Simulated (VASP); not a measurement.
A run of VASP 6.6.1 is set up as follows.

Contents of INCAR:

```
ALGO     = Normal         # electronic algorithm
EDIFF    = 1E-6           # SCF threshold, eV
ENCUT    = 500            # plane-wave cutoff, eV
GGA      = PE             # functional
GGA_COMPAT= F            
ISIF     = 2              # what is computed and relaxed
ISMEAR   = -1             # smearing method
LASPH    = T              # aspherical terms in the spheres
LCHARG   = F              # write CHGCAR
LREAL    = F              # projectors in reciprocal space
LWAVE    = F              # write WAVECAR
NBANDS   = 14             # bands
NELM     = 120            # most SCF steps
PREC     = Accurate       # precision mode
SIGMA    = 0.1            # smearing width, eV
```

File KPOINTS:

```
k-points
0
Gamma
  14 14 14
```

Contents of POSCAR:

```
Re
1.0
    2.5456177499      0.0000000000      0.0000000000
    0.0000000000      2.5456177499      0.0000000000
    0.0000000000      0.0000000000      2.5456177499
Re
1
Direct
    0.0000000000      0.0000000000      0.0000000000
```

Potentials or basis: VASP PAW PBE potentials, release 64 (Re_sv_GW).

Command:

```sh
$ cat potpaw_PBE.64/Re_sv_GW/POTCAR > POTCAR
$ mpirun -np 1 vasp_std > vasp.out
```

Question: Predict the pressure.

Answer: 8.8 GPa.
